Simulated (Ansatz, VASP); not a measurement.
**GaN: VASP beside Ansatz**

File POSCAR:

```
GaN
1.0
    3.1799996605      0.0000000000      0.0000000000
   -1.5899998303      2.7815000949      0.0000000000
    0.0000000000      0.0000000000      5.1660000000
Ga N
2 2
Direct
    0.3333333333      0.6666666667      0.0000000000
    0.6666666667      0.3333333333      0.5000000000
    0.3333333333      0.6666666667      0.3750000000
    0.6666666667      0.3333333333      0.8750000000
```

File INCAR.step1:

```
ALGO = Normal
EDIFF = 1E-4
ENCUT = 520
GGA = PE
ISMEAR = 0
LASPH = True
LCHARG = False
LREAL = False
LWAVE = True
NBANDS = 26
NELM = 80
PREC = Accurate
SIGMA = 0.05
```

Contents of INCAR.step2:

```
ALGO = Normal
EDIFF = 1E-7
ENCUT = 520
ISIF = 2
ISMEAR = 0
ISTART = 1
LASPH = True
LCHARG = False
LMIXTAU = True
LREAL = False
LWAVE = False
METAGGA = R2SCAN
NBANDS = 26
NELM = 80
PREC = Accurate
SIGMA = 0.05
```

Contents of KPOINTS:

```
k-points
0
Gamma
  12 12 6
```

Input for Ansatz:

```yaml
crystal:
  lattice:
    - [3.1799996605, 0.0, 0.0]
    - [-1.5899998303, 2.7815000949, 0.0]
    - [0.0, 0.0, 5.166]
  atoms:
    - { symbol: Ga, position: [0.3333333333, 0.6666666667, 0.0] }
    - { symbol: Ga, position: [0.6666666667, 0.3333333333, 0.5] }
    - { symbol: "N", position: [0.3333333333, 0.6666666667, 0.375] }
    - { symbol: "N", position: [0.6666666667, 0.3333333333, 0.875] }
basis:
  ecutwfc: 500
kpoints:
  mp_grid: { grid: [12, 12, 6] }
hamiltonian:
  xc: r2scan
scf:
  occupations: { method: gaussian, width: 0.05 }
output:
  forces: true
  stress: true
  eigenvalues: true
  write_density: true
  write_potential: true
  elf: true
  volumetric_format: npy
```

Change from the starting cell: strain +0.0100 x Voigt [0, 1, 0, 0, 0, 0], atoms carried along.

Alike in both runs: task single point; functional r2SCAN; k mesh 12 × 12 × 6; occupations gaussian, width 0.05 eV; no spin polarisation.

```csv
,VASP,Ansatz
version,VASP 6.6.1,Ansatz 0.2.0
potentials or method,"VASP PAW PBE potentials, release 64 (Ga_d, N), cutoff 520 eV","scalar-relativistic, plane waves, PAW"
valence electrons in the cell,36,36
```

|  | VASP | Ansatz | Ansatz less VASP |
| --- | --- | --- | --- |
| gap on the k mesh at the Fermi level (eV) | 2.30 | 2.30 | +0.007 |
| least direct gap on the mesh (eV) | 2.30 | 2.30 | +0.007 |
| pressure (GPa) | 0.2 | -0.8 | -1.07 |
| traceless stress, the component that is largest in VASP (GPa) | -2.87 | -2.85 | +0.012 |
| rms of the force components (eV/Å) | 0.119 | 0.120 | +0.0006 |

VASP's potentials were made for PBE, not for r2SCAN. Atom by atom the forces differ by 0.002 eV/Å (rms over components). With one functional, cell and mesh, what is left measures potentials, basis and numerics.
